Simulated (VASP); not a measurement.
Input of a VASP 6.6.1 run:

The input INCAR:

```
PREC = Accurate
ENCUT = 520
EDIFF = 1E-7
ISMEAR = -1
SIGMA = 0.1
LREAL = F
LASPH = T
NELM = 60
ALGO = Normal
ISIF = 2
LWAVE = F
LCHARG = F
GGA = PS
NBANDS = 17
```

Contents of KPOINTS:

```
Automatic mesh
0
Gamma
  12 12 12
```

POSCAR

```
SnTe
1.0
    0.0000000000      3.3899219620      3.3899219620
    3.3899219620      0.0000000000      3.3899219620
    3.3899219620      3.3899219620      0.0000000000
Sn Te
1 1
Direct
    0.0000000000      0.0000000000      0.0000000000
    0.2500000000      0.2500000000      0.2500000000
```

Potentials or basis: VASP PAW PBE potentials, release 64 (Sn_d, Te).

Run with:

```console
$ cat potpaw_PBE.64/Sn_d/POTCAR potpaw_PBE.64/Te/POTCAR > POTCAR
$ mpirun -np 1 vasp_std > vasp.out
```

Q: What does it give for the band gap on the k mesh?

A: Zero (band 10 reaches 5.10 eV, above the bottom of band 11 at 4.46 eV).

Q: Estimate the pressure.

A: 4.2 GPa.

Caveat: the PAW data sets were made with another functional, which shifts forces and pressure a little; spin-orbit coupling is left out, which moves the levels of the heavy elements.
